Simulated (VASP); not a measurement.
# Ru (Pm-3m) in VASP: further runs

Ru is run at these levels: PBE; tasks: single point.

All numbers are computed with VASP 6.6.1; they aren't measurements. Logs are shortened: lines on timing, memory, paths and dates and some standing lists are left out, and cuts for length are marked.

**1. The cell of the first run**

It takes space group Pm-3m (No. 221, cubic). Conventional cell: a = 2.332 Å, b = 2.332 Å, c = 2.332 Å, α = 90.00°, β = 90.00°, γ = 90.00°. Ru (site symmetry m-3m) has 6 Ru at 2.33 Å within 3.1 Å.

**2. Single point, PBE (volume scaled by 0.8)**

File INCAR:

```
SYSTEM = Ru
PREC     = Accurate       ! precision mode
ENCUT    = 520            ! plane-wave cutoff, eV
EDIFF    = 1E-6           ! SCF threshold, eV
ISMEAR   = -1             ! smearing method
SIGMA    = 0.1            ! smearing width, eV
LREAL    = .FALSE.        ! projectors in reciprocal space
LASPH    = .TRUE.         ! aspherical terms in the spheres
NELM     = 100            ! most SCF steps
ALGO     = Normal         ! electronic algorithm
ISIF     = 2              ! what is computed and relaxed
LWAVE    = .FALSE.        ! write WAVECAR
LCHARG   = .TRUE.         ! write CHGCAR
GGA      = PE             ! functional
LELF     = .TRUE.         ! ELF
LVHAR    = .TRUE.       
NBANDS   = 13             ! bands
```

File KPOINTS:

```
regular mesh
0
G
  15 15 15
  0 0 0
```

File POSCAR:

```
Ru
1.0
    2.3320440663      0.0000000000      0.0000000000
    0.0000000000      2.3320440663      0.0000000000
    0.0000000000      0.0000000000      2.3320440663
Ru
1
Direct
    0.0000000000      0.0000000000      0.0000000000
```

Potentials or basis: VASP PAW PBE potentials, release 64 (Ru_pv).

On the command line:

```bash
cat potpaw_PBE.64/Ru_pv/POTCAR > POTCAR
mpirun -np 1 vasp_std > vasp.out
```

OUTCAR:

```text
SYSTEM = Ru
   PREC = Accurate
   ENCUT = 520
   EDIFF = 1E-6
   ISMEAR = -1
   LREAL = .FALSE.
   LASPH = .TRUE.
   NELM = 100
   ISIF = 2
   GGA = PE

 ion  position               nearest neighbor table
   1  0.000  0.000  0.000-

  LATTYP: Found a simple cubic cell.
 ALAT       =     2.3320440663

  Lattice vectors:

 A1 = (   2.3320440663,   0.0000000000,   0.0000000000)
 A2 = (   0.0000000000,   2.3320440663,   0.0000000000)
 A3 = (   0.0000000000,   0.0000000000,   2.3320440663)

Analysis of symmetry for initial positions (statically):
=====================================================================
 Subroutine PRICEL returns:
 Original cell was already a primitive cell.

 Routine SETGRP: Setting up the symmetry group for a
 simple cubic supercell.

 Subroutine GETGRP returns: Found 48 space group operations
 (whereof 48 operations were pure point group operations)
 out of a pool of 48 trial point group operations.

The static configuration has the point symmetry O_h .

Analysis of symmetry for dynamics (positions and initial velocities):
=====================================================================
 Subroutine PRICEL returns:
 Original cell was already a primitive cell.

 Routine SETGRP: Setting up the symmetry group for a
 simple cubic supercell.

 Subroutine GETGRP returns: Found 48 space group operations
 (whereof 48 operations were pure point group operations)
 out of a pool of 48 trial point group operations.

The dynamic configuration has the point symmetry O_h .

 Subroutine INISYM returns: Found 48 space group operations
 (whereof 48 operations are pure point group operations),
 and found     1 'primitive' translations

----------------------------------------------------------------------------------------

                                     Primitive cell

  volume of cell :      12.6827

  direct lattice vectors                    reciprocal lattice vectors
     2.332044066  0.000000000  0.000000000     0.428808364  0.000000000  0.000000000
     0.000000000  2.332044066  0.000000000     0.000000000  0.428808364  0.000000000
     0.000000000  0.000000000  2.332044066     0.000000000  0.000000000  0.428808364

  length of vectors
     2.332044066  2.332044066  2.332044066     0.428808364  0.428808364  0.428808364

  position of ions in fractional coordinates (direct lattice)
     0.000000000  0.000000000  0.000000000

  ion indices of the primitive-cell ions
[... 75 lines left out ...]
   LREAL  =      F    real-space projection
   EDIFFG = 0.1E-04   stopping-criterion for IOM
   NSW    =      0    number of steps for IOM
   IBRION =     -1    ionic relax: 0-MD 1-quasi-New 2-CG
   NFREE  =      0    steps in history (QN), initial steepest desc. (CG)
   ISIF   =      2    stress and relaxation
   ISYM   =      2    0-nonsym 1-usesym 2-fastsym
   POTIM  = 0.5000    time-step for ionic-motion
   TEBEG  =    0.0;   TEEND  =   0.0 temperature during run
   PSTRESS=    0.0 pullay stress
   NELECT =      14.0000    total number of electrons
   NUPDOWN=      -1.0000    fix difference up-down
   EMIN   =  10.00;   EMAX   =-10.00  energy-range for DOS
   EFERMI =   0.00;   METHOD = LEGACY
   ISMEAR =    -1;   SIGMA  =   0.10  broadening in eV -4-tet -1-fermi 0-gaus
   EFERMI_NEDOS =   21; number of points for ismear=-14 and -15
   IALGO  =     38    algorithm
   IMIX   =      4    mixing-type and parameters
     AMIX     =   0.40;   BMIX     =  1.00
     AMIX_MAG =   1.60;   BMIX_MAG =  1.00
  volume/ion in A,a.u.               =      12.68        85.59
  Fermi-wavevector in a.u.,A,eV,Ry     =   1.691924  3.197272 38.948113  2.862606
  Thomas-Fermi vector in A             =   2.773603
   LORBIT       =      0    0 simple, 1 ext, 2 COOP (PROOUT), +10 PAW based schemes
   GGA     = PE    functional components
   LHFCALC =     F    Hartree Fock is set to
   AEXX    =    0.0000 exact exchange contribution
   IVDW    =     0    specifies the selected vdW correction
   LEPSILON=     F    determine dielectric tensor
   LRPA    =     F    only Hartree local field effects (RPA)
 non-spin polarized calculation
  energy-cutoff  :      520.00
  volume of cell :       12.68
 maximum number of plane-waves:       353
 NGX is ok and might be reduce to    18
   NGX =  9   NGY =  9   NGZ =  9

 number of electron      14.0000000 magnetization

 Free energy of the ion-electron system (eV)
  ---------------------------------------------------
  ext. energy  EPLUGINS =         0.00000000
  ---------------------------------------------------
  free energy    TOTEN  =        -7.45541743 eV

  energy without entropy =       -7.41974189  energy(sigma->0) =       -7.43757966

 E-fermi :  14.4834     XC(G=0): -14.3691

 val. band max:       14.4806162180   @ k =   0.2667   0.2000   0.1333
 cond. band min:      14.4910782913   @ k =   0.4667   0.3333   0.0000
 fundamental gap:      0.0104620733
 Fermi energy:        14.4834022483

 k-point     1 :       0.0000    0.0000    0.0000
  band No.  band energies     occupation
      1     -28.0394      2.00000
      2     -28.0394      2.00000
      3     -28.0394      2.00000
      4       6.0176      2.00000
      5       7.2953      2.00000
      6       7.2953      2.00000
      7      16.7703      0.00000
      8      16.7703      0.00000
      9      16.7703      0.00000
     10      25.2046      0.00000
     11      32.8563      0.00000
     12      32.8563      0.00000
     13      32.8563      0.00000
[... 354 lines left out ...]
  band No.  band energies     occupation
      1     -29.5033      2.00000
      2     -28.6088      2.00000
      3     -27.8340      2.00000
      4       8.4942      2.00000
      5       9.3835      2.00000
      6      11.2892      2.00000
      7      14.0204      1.98067
      8      14.9416      0.02027
      9      15.6776      0.00001
     10      25.2028      0.00000
     11      26.0425      0.00000
     12      31.9994      0.00000
     13      34.7529      0.00000

 [... further k-points ...]
[... 5 lines left out ...]
  --------------------------------------------------------------------------------------
  -------------------------------------------------------------------------------------
  Total        6.6167444      6.6167444      6.6167444     -0.0000000     -0.0000000     -0.0000000
  in kB      835.8814389    835.8814389    835.8814389     -0.0000000     -0.0000000     -0.0000000
  external PRESSURE =     835.8814389 kB  Pullay stress =       0.0000000 kB

 VOLUME and BASIS-vectors are now :
 -----------------------------------------------------------------------------
  energy-cutoff  :      520.00
  volume of cell :       12.68
      direct lattice vectors                 reciprocal lattice vectors
     2.332044066  0.000000000  0.000000000     0.428808364  0.000000000  0.000000000
     0.000000000  2.332044066  0.000000000     0.000000000  0.428808364  0.000000000
     0.000000000  0.000000000  2.332044066     0.000000000  0.000000000  0.428808364

 POSITION                                       TOTAL-FORCE (eV/Angst)
 -----------------------------------------------------------------------------------
      0.00000      0.00000      0.00000         0.000000      0.000000      0.000000
 -----------------------------------------------------------------------------------
    total drift:                                0.000000      0.000000      0.000000

  FREE ENERGIE OF THE ION-ELECTRON SYSTEM (eV)
  ---------------------------------------------------
  free  energy   TOTEN  =        -7.4554174257 eV

  energy  without entropy=       -7.4197418909  energy(sigma->0) =       -7.43757966
```

Run time: 27 s. Hardware: 1 thread of Intel Xeon 6975P-C, shared host; peak memory 0.13 GiB.

Results:

```yaml
Free_energy: -7.4554 eV
Pressure: 83.6 GPa
Band_gap_on_the_k_mesh: zero (band 7 reaches 19.40 eV, above the bottom of band 8 at 13.06 eV)
```

**3. Single point, PBE (volume scaled by 0.9)**

File INCAR:

```
SYSTEM = Ru
PREC = Accurate
ENCUT = 520
EDIFF = 1E-6
ISMEAR = -1
SIGMA = 0.1
LREAL = .FALSE.
LASPH = .TRUE.
NELM = 80
ALGO = Normal
ISIF = 2
LWAVE = .FALSE.
LCHARG = .FALSE.
GGA = PE
NBANDS = 13
```

File KPOINTS:

```
Automatic mesh
0
G
  15 15 15
  0 0 0
```

File POSCAR:

```
Ru
1.0
    2.4254235684      0.0000000000      0.0000000000
    0.0000000000      2.4254235684      0.0000000000
    0.0000000000      0.0000000000      2.4254235684
Ru
1
Direct
    0.0000000000      0.0000000000      0.0000000000
```

Potentials or basis: VASP PAW PBE potentials, release 64 (Ru_pv).

On the command line:

```bash
cat potpaw_PBE.64/Ru_pv/POTCAR > POTCAR
mpirun -np 1 vasp_std > vasp.out
```

Wall time 22 s (1 thread of Intel Xeon 6975P-C, shared host); peak memory 0.14 GiB.

The run converged. Its results:

| Property | Result |
| --- | --- |
| Free energy | -7.9928 eV |
| Pressure | 30.0 GPa |
| Band gap on the k mesh | zero (band 7 reaches 16.36 eV, above the bottom of band 8 at 11.04 eV) |

Levels at points of the mesh, in eV from the Fermi level:
```tsv
k point	band 4	band 5	band 6	band 7	band 8	band 9	band 10	band 11
(0.00, 0.00, 0.00)	-7.75	-6.13	-6.13	1.90	1.90	1.90	10.83	17.44
```
